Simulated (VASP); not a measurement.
## ZnSe: single point with PBEsol

Crystal: ZnSe.

```
Zn Se
1.0
     4.30790    0.00000    0.00000
     0.00000    4.30790    0.00000
     0.00000    0.00000    6.19210
Zn Se
2 2
Direct
  0.00000 0.00000 0.00000
  0.50000 0.50000 0.00000
  0.00000 0.50000 0.26817
  0.50000 0.00000 0.73183
```

* Program: VASP 6.6.1
* Task: single point
* Functional: PBEsol
* Potentials or basis: VASP PAW PBE potentials, release 64 (Zn, Se)
* Cutoff: 520 eV
* k mesh: 8 × 8 × 6
* Occupations: gaussian, width 0.05 eV
* Spin: no spin polarisation

```
Pressure               : -8.9 GPa
Largest force          : 1.929 eV/Å
Band gap on the k mesh : 1.32 eV
```

Forces in eV/Å, atoms in the order of the input:
```
Zn   0.000  0.000  0.000
Zn   0.000  0.000  0.000
Se   0.000  0.000 -1.929
Se   0.000  0.000  1.929
```

Stress tensor (GPa, compression positive):
```
-8.57  0.00  0.00
 0.00 -8.57  0.00
 0.00  0.00 -9.59
```

Levels at points of the mesh, in eV from the valence-band top:
```csv
k point,band 14,band 15,band 16,band 17,band 18,band 19,band 20,band 21,band 22,band 23
"(0.00, 0.00, 0.00)",-1.61,-1.61,-0.20,0.00,0.00,1.32,1.65,3.15,5.14,5.14
"(0.50, 0.00, 0.00)",-3.86,-1.50,-1.50,-0.59,-0.59,2.99,2.99,5.16,5.16,6.17
"(0.50, 0.50, 0.00)",-3.72,-1.79,-1.79,-1.54,-1.54,2.71,2.71,3.05,3.05,9.18
"(0.00, 0.00, 0.50)",-1.39,-1.39,-1.14,-0.36,-0.36,1.74,3.04,3.25,5.15,5.62
"(0.50, 0.00, 0.50)",-4.20,-0.67,-0.67,-0.56,-0.56,2.02,2.02,5.48,5.48,5.76
"(0.50, 0.50, 0.50)",-3.53,-2.08,-2.08,-2.01,-2.01,3.77,3.77,4.19,4.19,7.67
```

It took 110 s on 1 thread of Intel(R) Xeon(R) Platinum 8259CL CPU @ 2.50GHz (Skylake/Cascade Lake), on a shared host, peak memory 0.31 GiB.

Caveat: the cell stands under tension; the PAW data sets were made with another functional, which shifts forces and pressure a little. A k mesh can miss the band edges.
